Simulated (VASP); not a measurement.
RbBr, 2 atoms in the cell. The structure is tetragonal, space group I4/mmm (No. 139). Conventional cell: a = 4.847 Å, b = 4.847 Å, c = 6.649 Å, α = 90.00°, β = 90.00°, γ = 90.00°. Within 4.4 Å of Rb (site symmetry 4/mmm) lie 6 Br at 3.32 to 3.43 Å. Br (site symmetry 4/mmm) has 6 Rb at 3.32 to 3.43 Å within 4.4 Å.  This cell differs from its parent crystal: strain +0.000 along x and y, -0.030 along z.

```yaml
Program: VASP 6.6.1
Task: single point
Functional: r2SCAN
Potentials_or_basis: VASP PAW PBE potentials, release 64 (Rb_sv, Br)
Cutoff: 520 eV
k_mesh: 6 × 6 × 6
Occupations: gaussian, width 0.05 eV
Spin: no spin polarisation
Dipole_correction: no
Further_INCAR_settings: ALGO = Normal; EDIFF = 1e-07; NBANDS = 15
```

Potentials or basis: VASP PAW PBE potentials, release 64 (Rb_sv, Br).

Launch:

```console
$ cat potpaw_PBE.64/Rb_sv/POTCAR potpaw_PBE.64/Br/POTCAR > POTCAR
$ cp INCAR.step1 INCAR
$ mpirun -np 1 vasp_std > vasp.out
$ cp INCAR.step2 INCAR
$ mpirun -np 1 vasp_std > vasp.out
```

Hardware: 1 thread of Intel(R) Xeon(R) Platinum 8488C (Sapphire Rapids) (shared host).

Estimate the wall time of this run.

It took 77 s on 1 thread of Intel(R) Xeon(R) Platinum 8488C (Sapphire Rapids), with other jobs on the host, peak memory 0.23 GiB. Counts: k points 30.
